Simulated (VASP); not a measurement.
Wanted: the native input for a VASP 6.6.1 run.

```yaml
Task: relaxation of cell and atoms
Functional: PBE
Potentials_or_basis: VASP PAW PBE potentials, release 64 (Pb_d, O)
Cutoff: 600 eV
k_mesh: 14 × 14 × 14
Occupations: gaussian, width 0.1 eV
Spin: no spin polarisation
Dipole_correction: no
Further_INCAR_settings: ALGO = Normal; EDIFF = 1e-06; IBRION = 2; EDIFFG = -0.02; NSW = 70; ISIF = 3
```

The structure of PbO2 lies in POSCAR:

```
PbO2
1.0
    0.0000000000      2.7009293313      2.7009293313
    2.7009293313      0.0000000000      2.7009293313
    2.7009293313      2.7009293313      0.0000000000
Pb O
1 2
Direct
    0.0000000000      0.0000000000      0.0000000000
    0.2500000000      0.2500000000      0.2500000000
    0.7500000000      0.7500000000      0.7500000000
```

These files were run (other wordings do the same):

INCAR

```
PREC = Accurate
ENCUT = 600
EDIFF = 1E-6
ISMEAR = 0
SIGMA = 0.1
LREAL = F
LASPH = T
NELM = 80
ALGO = Normal
ISIF = 3
LWAVE = F
LCHARG = F
GGA = PE
IBRION = 2
NSW = 70
EDIFFG = -0.02
```

KPOINTS

```
Automatic mesh
0
Gamma
  14 14 14
```

Potentials or basis: VASP PAW PBE potentials, release 64 (Pb_d, O).

The run is started by

```bash
$ cat potpaw_PBE.64/Pb_d/POTCAR potpaw_PBE.64/O/POTCAR > POTCAR
$ mpirun -np 1 vasp_std > vasp.out
```

It gave:

```yaml
Relaxed_volume: 13.19 Å³/atom
Relaxed_cell: a = 3.825 Å, b = 3.825 Å, c = 3.825 Å, α = 60.00°, β = 60.00°, γ = 60.00°
Space_group_after_relaxing_to_0.05_Å: Fm-3m (No. 225)
Energy_gained_by_relaxing: 0.1 meV/atom
Ionic_steps: 3
Pressure_after_relaxing: 0.0 GPa
Band_gap_on_the_k_mesh: zero (band 13 reaches 5.60 eV, above the bottom of band 14 at 4.40 eV)
```

Caveat: spin-orbit coupling is left out, which moves the levels of the heavy elements.

It took 91 s on 1 thread of Intel(R) Xeon(R) Platinum 8488C (Sapphire Rapids), on a shared host, peak memory 0.24 GiB.
